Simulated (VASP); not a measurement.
Input of a VASP 6.6.1 run:

The input INCAR:

```
AGGAC = 1.0 ; AGGAX = 1.0
ALDAC = 0.0 ; ALDAX = 1.0
ALGO = Normal ; EDIFF = 1E-6
ENCUT = 520 ; GGA = B5
ISIF = 2 ; ISMEAR = 0
IVDW = 12 ; LASPH = T
LCHARG = F ; LREAL = F
LWAVE = F ; NBANDS = 18
NELM = 80 ; PREC = Accurate
SIGMA = 0.05 ; VDW_A1 = 0.4298
VDW_A2 = 4.2359 ; VDW_S6 = 1.0
VDW_S8 = 2.6996
```

KPOINTS

```
k-points
0
Gamma
  10 10 10
```

File POSCAR:

```
Si2W
1.0
   -1.5748735753      1.5748735753      3.8405064910
    1.5748735753     -1.5748735753      3.8405064910
    1.5748735753      1.5748735753     -3.8405064910
Si W
2 1
Direct
    0.3341713255      0.3341713255      0.0000000000
    0.6658286745      0.6658286745      0.0000000000
    0.0000000000      0.0000000000      0.0000000000
```

Potentials or basis: VASP PAW PBE potentials, release 64 (Si, W_sv).

The run is started by

```bash
$ cat potpaw_PBE.64/Si/POTCAR potpaw_PBE.64/W_sv/POTCAR > POTCAR
$ mpirun -np 1 vasp_std > vasp.out
```

Task: Estimate the band gap on the k mesh.

Result: Zero (band 11 reaches 14.10 eV, above the bottom of band 12 at 12.75 eV).

Task: Predict the largest force.

Result: 0.017 eV/Å.

Forces in eV/Å, atoms in the order of the input:
```
Si   0.000  0.000 -0.017
Si   0.000  0.000  0.017
W    0.000  0.000  0.000
```

Caveat: the PAW data sets were made with another functional, which shifts forces and pressure a little; spin-orbit coupling is left out, which moves the levels of the heavy elements.
